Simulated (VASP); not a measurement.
# B in VASP: further runs

Runs on B. Level: PBE. Tasks: single point, relaxation of cell and atoms.

Program: VASP 6.6.1. These are calculated values, not measurements. Logs are shortened: lines on timing, memory, paths and dates and some standing lists are left out, and cuts for length are marked.

## (1) The cell of the first run

The typed cell holds 3 atoms: a = 2.693 Å, b = 2.693 Å, c = 2.693 Å, α = 90.00°, β = 90.00°, γ = 90.00°.

The cell was built from a structure type or drawn by symmetry, and may not be a known phase.

## (2) Single point, PBE

File INCAR:

```
SYSTEM = B
PREC     = Accurate       ! precision mode
ENCUT    = 500            ! plane-wave cutoff, eV
EDIFF    = 1E-6           ! SCF threshold, eV
ISMEAR   = 0              ! smearing method
SIGMA    = 0.1            ! smearing width, eV
LREAL    = .FALSE.        ! projectors in reciprocal space
LASPH    = .TRUE.         ! aspherical terms in the spheres
NELM     = 120            ! most SCF steps
ALGO     = Normal         ! electronic algorithm
ISIF     = 2              ! what is computed and relaxed
LWAVE    = .FALSE.        ! write WAVECAR
LCHARG   = .TRUE.         ! write CHGCAR
GGA      = PE             ! functional
LELF     = .TRUE.         ! ELF
LVHAR    = .TRUE.       
NBANDS   = 12             ! bands
GGA_COMPAT= .FALSE.
```

File KPOINTS:

```
Automatic mesh
0
G
  8 8 8
  0 0 0
```

File POSCAR:

```
B
1.0
    2.6933154007      0.0000000000      0.0000000000
    0.0000000000      2.6933154007      0.0000000000
    0.0000000000      0.0000000000      2.6925904282
B
3
Direct
    0.5000000000      0.0000000000      1.0447049595
    0.0000000000      0.5000000000      1.0447049595
    0.0000000000      0.0000000000      0.5446645609
```

Potentials or basis: VASP PAW PBE potentials, release 64 (B).

Launch:

```console
$ cat potpaw_PBE.64/B/POTCAR > POTCAR
$ mpirun -np 1 vasp_std > vasp.out
```

OUTCAR:

```text
SYSTEM = B
   PREC = Accurate
   ENCUT = 500
   EDIFF = 1E-6
   ISMEAR = 0
   LREAL = .FALSE.
   LASPH = .TRUE.
   NELM = 120
   ISIF = 2
   GGA = PE

 ion  position               nearest neighbor table
   1  0.500  0.000  0.045-   3 1.90   3 1.90   3 1.90   3 1.90   2 1.90   2 1.90   2 1.90   2 1.90

   2  0.000  0.500  0.045-   3 1.90   3 1.90   3 1.90   3 1.90   1 1.90   1 1.90   1 1.90   1 1.90

   3  0.000  0.000  0.545-   1 1.90   2 1.90   2 1.90   1 1.90   2 1.90   1 1.90   1 1.90   2 1.90

  LATTYP: Found a simple tetragonal cell.
 ALAT       =     2.6933154007
 C/A-ratio  =     0.9997308252

  Lattice vectors:

 A1 = (   2.6933154007,   0.0000000000,   0.0000000000)
 A2 = (   0.0000000000,   2.6933154007,   0.0000000000)
 A3 = (   0.0000000000,   0.0000000000,   2.6925904282)

Analysis of symmetry for initial positions (statically):
=====================================================================
 Subroutine PRICEL returns:
 Original cell was already a primitive cell.

 Routine SETGRP: Setting up the symmetry group for a
 simple tetragonal supercell.

 Subroutine GETGRP returns: Found  8 space group operations
 (whereof  8 operations were pure point group operations)
 out of a pool of 16 trial point group operations.

The static configuration has the point symmetry C_4v.

Analysis of symmetry for dynamics (positions and initial velocities):
=====================================================================
 Subroutine PRICEL returns:
 Original cell was already a primitive cell.

 Routine SETGRP: Setting up the symmetry group for a
 simple tetragonal supercell.

 Subroutine GETGRP returns: Found  8 space group operations
 (whereof  8 operations were pure point group operations)
 out of a pool of 16 trial point group operations.

The dynamic configuration has the point symmetry C_4v.

 Subroutine INISYM returns: Found  8 space group operations
 (whereof  8 operations are pure point group operations),
 and found     1 'primitive' translations

----------------------------------------------------------------------------------------

                                     Primitive cell

  volume of cell :      19.5319

  direct lattice vectors                    reciprocal lattice vectors
     2.693315401  0.000000000  0.000000000     0.371289601  0.000000000  0.000000000
     0.000000000  2.693315401  0.000000000     0.000000000  0.371289601  0.000000000
     0.000000000  0.000000000  2.692590428     0.000000000  0.000000000  0.371389570

  length of vectors
     2.693315401  2.693315401  2.692590428     0.371289601  0.371289601  0.371389570

  position of ions in fractional coordinates (direct lattice)
     0.500000000  0.000000000  0.044704960
     0.000000000  0.500000000  0.044704960
     0.000000000  0.000000000  0.544664561

  ion indices of the primitive-cell ions
   primitive index   ion index
                 1           1
                 2           2
                 3           3

----------------------------------------------------------------------------------------

 KPOINTS: Automatic mesh

Automatic generation of k-mesh.
 Grid dimensions read from file:
 generate k-points for:    8    8    8

 Generating k-lattice:

  Cartesian coordinates                     Fractional coordinates (reciprocal lattice)
     0.046411200  0.000000000  0.000000000     0.125000000  0.000000000  0.000000000
     0.000000000  0.046411200  0.000000000     0.000000000  0.125000000  0.000000000
     0.000000000  0.000000000  0.046423696     0.000000000  0.000000000  0.125000000

  Length of vectors
     0.046411200  0.046411200  0.046423696

  Shift w.r.t. Gamma in fractional coordinates (k-lattice)
     0.000000000  0.000000000  0.000000000

 Subroutine IBZKPT returns following result:
 ===========================================

 Found     75 irreducible k-points:

 Following reciprocal coordinates:
            Coordinates               Weight
  0.000000  0.000000  0.000000      1.000000
  0.125000  0.000000  0.000000      4.000000
  0.250000  0.000000  0.000000      4.000000
  0.375000  0.000000  0.000000      4.000000
  0.500000  0.000000  0.000000      2.000000
  0.125000  0.125000  0.000000      4.000000
[... 16 lines left out ...]
  0.375000  0.125000  0.125000     16.000000
  0.500000  0.125000  0.125000      8.000000
 [... further k-points ...]
   k-points           NKPTS =     75   k-points in BZ     NKDIM =     75   number of bands    NBANDS=     12
   number of dos      NEDOS =    301   number of ions     NIONS =      3
   total plane-waves  NPLWV =   8000
   dimension x,y,z NGX =    20 NGY =   20 NGZ =   20
   dimension x,y,z NGXF=    40 NGYF=   40 NGZF=   40
   ions per type =               3
   NGX,Y,Z   is equivalent  to a cutoff of  12.35, 12.35, 12.35 a.u.
   NGXF,Y,Z  is equivalent  to a cutoff of  24.69, 24.69, 24.70 a.u.
 SYSTEM =  B
   PREC   = accura    normal or accurate (medium, high low for compatibility)
[... 30 lines left out ...]
  Fermi-wavevector in a.u.,A,eV,Ry     =   1.264467  2.389496 21.754032  1.598876
  Thomas-Fermi vector in A             =   2.397770
   LORBIT       =      0    0 simple, 1 ext, 2 COOP (PROOUT), +10 PAW based schemes
   GGA     = PE    functional components
   LHFCALC =     F    Hartree Fock is set to
   AEXX    =    0.0000 exact exchange contribution
   IVDW    =     0    specifies the selected vdW correction
   LEPSILON=     F    determine dielectric tensor
   LRPA    =     F    only Hartree local field effects (RPA)
 non-spin polarized calculation
 Gauss-broadening in eV      SIGMA  =   0.10
  energy-cutoff  :      500.00
  volume of cell :       19.53
 maximum number of plane-waves:       508
 NGX is ok and might be reduce to    20

 number of electron       9.0000000 magnetization

 Free energy of the ion-electron system (eV)
  ---------------------------------------------------
  ext. energy  EPLUGINS =         0.00000000
  ---------------------------------------------------
  free energy    TOTEN  =       -17.77214218 eV

  energy without entropy =      -17.76507978  energy(sigma->0) =      -17.76861098

 E-fermi :   7.7617     XC(G=0): -12.3740

 val. band max:        7.6793056678   @ k =   0.2500   0.2500   0.3750
 cond. band min:       7.7692514952   @ k =   0.5000   0.2500   0.5000
 fundamental gap:      0.0899458275
 Fermi energy:         7.7616544121

 k-point     1 :       0.0000    0.0000    0.0000
  band No.  band energies     occupation
      1      -9.0436      2.00000
      2       4.2033      2.00000
      3       4.2033      2.00000
      4       4.2104      2.00000
      5      12.1378      0.00000
      6      12.1469      0.00000
      7      14.4517      0.00000
      8      17.8839      0.00000
      9      17.8839      0.00000
     10      17.8847      0.00000
     11      22.9937      0.00000
     12      22.9948      0.00000

 k-point     2 :       0.1250    0.0000    0.0000
  band No.  band energies     occupation
      1      -8.7952      2.00000
      2       2.7284      2.00000
      3       4.4740      2.00000
      4       4.4811      2.00000
      5      12.1098      0.00000
      6      12.8994      0.00000
      7      15.7827      0.00000
      8      17.1120      0.00000
      9      17.1146      0.00000
     10      17.7889      0.00000
     11      22.1868      0.00000
     12      22.1869      0.00000

 k-point     3 :       0.2500    0.0000    0.0000
  band No.  band energies     occupation
      1      -8.0565      2.00000
      2       0.0509      2.00000
      3       5.2579      2.00000
      4       5.2650      2.00000
      5      12.0241      0.00000
      6      13.4737      0.00000
      7      14.9528      0.00000
      8      14.9578      0.00000
      9      17.5767      0.00000
     10      19.6044      0.00000
     11      21.6978      0.00000
     12      21.6999      0.00000
[... 286 lines left out ...]
 k-point    23 :       0.3750    0.1250    0.1250
  band No.  band energies     occupation
      1      -6.3958      2.00000
      2      -1.9965      2.00000
      3       4.7654      2.00000
      4       5.4673      2.00000
      5       9.3473      0.00000
      6      11.3906      0.00000
      7      16.1922      0.00000
      8      16.5516      0.00000
      9      18.1955      0.00000
     10      18.5757      0.00000
     11      22.2793      0.00000
     12      22.4350      0.00000

 k-point    24 :       0.5000    0.1250    0.1250
  band No.  band energies     occupation
      1      -5.3537      2.00000
      2      -3.5055      2.00000
      3       5.3333      2.00000
      4       6.8120      2.00000
      5       7.6706      1.80233
      6      10.4409      0.00000
      7      16.3295      0.00000
      8      16.7329      0.00000
      9      18.3126      0.00000
     10      18.5035      0.00000
     11      22.0157      0.00000
     12      22.3430      0.00000

 [... further k-points ...]

------------------------ aborting loop because EDIFF is reached ----------------------------------------

  FORCE on cell =-STRESS in cart. coord.  units (eV):
  Direction    XX          YY          ZZ          XY          YZ          ZX
  --------------------------------------------------------------------------------------
  -------------------------------------------------------------------------------------
  Total        0.0011306      0.0011306      0.0178214      0.0000000      0.0000000      0.0000000
  in kB        0.0927388      0.0927388      1.4618682      0.0000000      0.0000000      0.0000000
  external PRESSURE =       0.5491152 kB  Pullay stress =       0.0000000 kB

 VOLUME and BASIS-vectors are now :
 -----------------------------------------------------------------------------
  energy-cutoff  :      500.00
  volume of cell :       19.53
      direct lattice vectors                 reciprocal lattice vectors
     2.693315401  0.000000000  0.000000000     0.371289601  0.000000000  0.000000000
     0.000000000  2.693315401  0.000000000     0.000000000  0.371289601  0.000000000
     0.000000000  0.000000000  2.692590428     0.000000000  0.000000000  0.371389570

 POSITION                                       TOTAL-FORCE (eV/Angst)
 -----------------------------------------------------------------------------------
      1.34666      0.00000      0.12037         0.000000      0.000000     -0.000206
      0.00000      1.34666      0.12037         0.000000      0.000000     -0.000206
      0.00000      0.00000      1.46656        -0.000000      0.000000      0.000413
 -----------------------------------------------------------------------------------
    total drift:                               -0.000000      0.000000     -0.000024

  FREE ENERGIE OF THE ION-ELECTRON SYSTEM (eV)
  ---------------------------------------------------
  free  energy   TOTEN  =       -17.7721421754 eV

  energy  without entropy=      -17.7650797777  energy(sigma->0) =      -17.76861098
```

Run time: 15 s. Hardware: 1 thread of Intel Xeon 8259CL, shared host; peak memory 0.12 GiB.

Results:

```
Free energy            : -17.7721 eV
Pressure               : 0.1 GPa
Band gap on the k mesh : zero (an odd number of electrons rules out a gap without spin polarisation)
```

Levels at points of the mesh, in eV from the Fermi level:
| k point | band 1 | band 2 | band 3 | band 4 | band 5 | band 6 | band 7 | band 8 |
| --- | --- | --- | --- | --- | --- | --- | --- | --- |
| (0.00, 0.00, 0.00) | -16.81 | -3.56 | -3.56 | -3.55 | 4.38 | 4.39 | 6.69 | 10.12 |
| (0.50, 0.00, 0.00) | -13.56 | -11.80 | -0.60 | -0.59 | 3.57 | 3.57 | 4.14 | 6.22 |
| (0.50, 0.50, 0.00) | -11.01 | -7.99 | -7.99 | -7.09 | 3.50 | 4.88 | 4.88 | 10.14 |
| (0.00, 0.00, 0.50) | -13.55 | -11.80 | -0.59 | -0.59 | 3.57 | 3.57 | 4.13 | 6.22 |
| (0.50, 0.00, 0.50) | -11.01 | -7.99 | -7.99 | -7.09 | 3.50 | 4.87 | 4.87 | 10.14 |
| (0.50, 0.50, 0.50) | -9.57 | -5.37 | -5.37 | -5.36 | -2.47 | -2.47 | -2.47 | 5.01 |

## (3) Single point, PBE

This run uses another cell than the first one: it holds 6 atoms, not 3.

File INCAR:

```
SYSTEM = B
PREC = Accurate
ENCUT = 500
EDIFF = 1E-6
ISMEAR = 0
SIGMA = 0.2
LREAL = .False.
LASPH = .True.
NELM = 120
ALGO = Normal
ISIF = 2
LWAVE = .False.
LCHARG = .False.
GGA = PE
NBANDS = 18
GGA_COMPAT = .False.
```

File KPOINTS:

```
regular mesh
0
Gamma
  8 8 4
  0 0 0
```

File POSCAR:

```
B
1.0
   -2.6961573020      0.0000000000      0.0000000000
    0.0000000000      0.0000000000     -2.6961573020
    0.0000000000     -5.3923146041      0.0000000000
B
6
Direct
    0.5000000000      1.0000000000      0.5000000000
    0.5000000000      1.0000000000      0.0000000000
    1.0000000000      1.0000000000      0.7500000000
    0.0000000000      1.0000000000      0.2500000000
    1.0000000000      0.5000000000      1.0000000000
    1.0000000000      0.5000000000      0.5000000000
```

Potentials or basis: VASP PAW PBE potentials, release 64 (B).

Launch:

```console
$ cat potpaw_PBE.64/B/POTCAR > POTCAR
$ mpirun -np 1 vasp_std > vasp.out
```

Wall time 30 s (1 thread of Intel Xeon 8259CL, shared host); peak memory 0.15 GiB.

It converged, with:

- Free energy: -35.5613 eV
- Pressure: -0.6 GPa
- Band gap on the k mesh: zero (bands 9 and 10 overlap by 6.72 eV)

Levels at points of the mesh, in eV from the Fermi level:
| k point | band 6 | band 7 | band 8 | band 9 | band 10 | band 11 | band 12 | band 13 |
| --- | --- | --- | --- | --- | --- | --- | --- | --- |
| (0.00, 0.00, 0.00) | -3.59 | -0.63 | -0.63 | 3.52 | 3.52 | 4.08 | 4.31 | 4.31 |
| (0.50, 0.00, 0.00) | -7.11 | -0.63 | -0.63 | 3.45 | 3.52 | 3.52 | 4.08 | 4.82 |
| (0.50, 0.50, 0.00) | -5.40 | -5.40 | -5.40 | -2.52 | -2.52 | -2.52 | 3.45 | 4.82 |
| (0.00, 0.00, 0.50) | -2.54 | -2.54 | -2.54 | 4.20 | 4.20 | 5.65 | 5.65 | 7.13 |
| (0.50, 0.00, 0.50) | -4.60 | -2.47 | -2.47 | 0.55 | 0.55 | 4.10 | 4.10 | 8.75 |
| (0.50, 0.50, 0.50) | -7.13 | -6.37 | -6.37 | -0.04 | -0.04 | 0.91 | 0.91 | 0.91 |

## (4) Single point, PBE

This run uses another cell than the first one, of 6.53 Å³/atom.

File INCAR:

```
PREC     = Accurate       # precision mode
ENCUT    = 500            # plane-wave cutoff, eV
EDIFF    = 1E-6           # SCF threshold, eV
ISMEAR   = 0              # smearing method
SIGMA    = 0.1            # smearing width, eV
LREAL    = False          # projectors in reciprocal space
LASPH    = True           # aspherical terms in the spheres
NELM     = 120            # most SCF steps
ALGO     = Normal         # electronic algorithm
ISIF     = 2              # what is computed and relaxed
LWAVE    = False          # write WAVECAR
LCHARG   = True           # write CHGCAR
GGA      = PE             # functional
LELF     = True           # ELF
LVHAR    = True         
NBANDS   = 12             # bands
GGA_COMPAT= False
```

File KPOINTS:

```
Automatic mesh
0
Gamma
  18 18 18
```

File POSCAR:

```
B
1.0
    2.6961573020      0.0000000000      0.0000000000
    0.0000000000      2.6961573020      0.0000000000
    0.0000000000      0.0000000000      2.6961573020
B
3
Direct
    0.5000000000      0.0000000000      0.0000000000
    0.0000000000      0.5000000000      0.0000000000
    0.0000000000      0.0000000000      0.5000000000
```

Launch:

```console
$ cat potpaw_PBE.64/B/POTCAR > POTCAR
$ mpirun -np 1 vasp_std > vasp.out
```

It took 44 s on 1 thread of Intel Xeon 8259CL, shared host; peak memory 0.15 GiB.

It converged, with:

```yaml
Free_energy: -17.7737 eV
Pressure: 0.1 GPa
Band_gap_on_the_k_mesh: zero (an odd number of electrons rules out a gap without spin polarisation)
```

Levels at points of the mesh, in eV from the Fermi level:
```csv
k point,band 1,band 2,band 3,band 4,band 5,band 6,band 7,band 8
"(0.00, 0.00, 0.00)",-16.88,-3.65,-3.65,-3.65,4.25,4.25,6.58,9.98
"(0.50, 0.00, 0.00)",-13.64,-11.88,-0.70,-0.70,3.45,3.45,4.02,6.10
"(0.50, 0.50, 0.00)",-11.09,-8.09,-8.09,-7.18,3.39,4.75,4.75,9.99
"(0.50, 0.50, 0.50)",-9.64,-5.46,-5.46,-5.46,-2.58,-2.58,-2.58,4.90
```

## (5) Relaxation of cell and atoms, PBE

File INCAR:

```
ALGO = Normal
EDIFF = 1E-7
EDIFFG = -0.01
ENCUT = 500
GGA = PE
GGA_COMPAT = False
IBRION = 2
ISIF = 3
ISMEAR = 0
LASPH = True
LCHARG = False
LREAL = False
LWAVE = False
NELM = 120
NELMIN = 4
NSW = 100
PREC = Accurate
SIGMA = 0.1
```

File KPOINTS:

```
k-points
0
Gamma
  18 18 18
```

File POSCAR:

```
B
1.0
    2.6930737432      0.0000000000      0.0000000000
    0.0000000000      2.6930737432      0.0000000000
    0.0000000000      0.0000000000      2.6930737432
B
3
Direct
    0.5000000000      0.0000000000      0.0000000000
    0.0000000000      0.5000000000      0.0000000000
    0.0000000000      0.0000000000      0.5000000000
```

Launch:

```console
$ cat potpaw_PBE.64/B/POTCAR > POTCAR
$ mpirun -np 1 vasp_std > vasp.out
```

It took 45 s on 1 thread of Intel Xeon 8259CL, shared host; peak memory 0.14 GiB.

Results (log left out):

```yaml
Free_energy: -17.7737 eV
Relaxed_volume: 6.53 Å³/atom
Relaxed_cell: a = 2.696 Å, b = 2.696 Å, c = 2.696 Å, α = 90.00°, β = 90.00°, γ = 90.00°
Space_group_after_relaxing_to_0.1_Å: Pm-3m (No. 221)
Energy_gained_by_relaxing: 0.1 meV/atom
Ionic_steps: 3
Pressure_after_relaxing: 0.0 GPa
Band_gap_on_the_k_mesh: zero (an odd number of electrons rules out a gap without spin polarisation)
```

Step by step:
| step | energy change (eV) | largest force (eV/Å) | pressure (GPa) | volume (Å³) |
| --- | --- | --- | --- | --- |
| 1 | 0.0000 | 0.0000 | 0.91 | 19.53 |
| 2 | -0.0002 | 0.0000 | -0.43 | 19.64 |
| 3 | -0.0002 | 0.0000 | 0.01 | 19.60 |

Final structure:
```xyz
3
Lattice="2.6963 0.0000 0.0000 0.0000 2.6963 0.0000 0.0000 0.0000 2.6963" Properties=species:S:1:pos:R:3 pbc="T T T"
B     1.3482    0.0000    0.0000
B     0.0000    1.3482    0.0000
B     0.0000    0.0000    1.3482
```

Levels at points of the mesh, in eV from the Fermi level:
```
           k point  band 1  band 2  band 3  band 4  band 5  band 6  band 7  band 8
(0.00, 0.00, 0.00)  -16.88   -3.65   -3.65   -3.65    4.25    4.25    6.58    9.98
(0.50, 0.00, 0.00)  -13.63  -11.88   -0.70   -0.70    3.45    3.45    4.02    6.10
(0.50, 0.50, 0.00)  -11.09   -8.09   -8.09   -7.18    3.38    4.75    4.75    9.99
(0.50, 0.50, 0.50)   -9.64   -5.46   -5.46   -5.46   -2.58   -2.58   -2.58    4.90
```

## (6) Summary

| task | cell | k mesh | smearing | gap on the mesh (eV) | pressure (GPa) |
| --- | --- | --- | --- | --- | --- |
| single point | a = 2.693, b = 2.693, c = 2.693 Å, 3 atoms, atomic positions A | 8 × 8 × 8 | gaussian 0.1 eV | none | 0.1 |
| single point | a = 2.696, b = 2.696, c = 5.392 Å, 6 atoms, atomic positions B | 8 × 8 × 4 | gaussian 0.2 eV | none | -0.6 |
| single point | a = 2.696 Å, 3 atoms, atomic positions A | 18 × 18 × 18 | gaussian 0.1 eV | none | 0.1 |
| relaxation of cell and atoms | relaxed from a = 2.693 Å, 3 atoms, atomic positions A | 18 × 18 × 18 | gaussian 0.1 eV | none | 0.0 |

Alike in all rows: level PBE; potentials or basis VASP PAW PBE potentials, release 64 (B); no spin polarisation; cutoff (eV) 500.

Absolute energies hang on the potentials; compare differences alone.
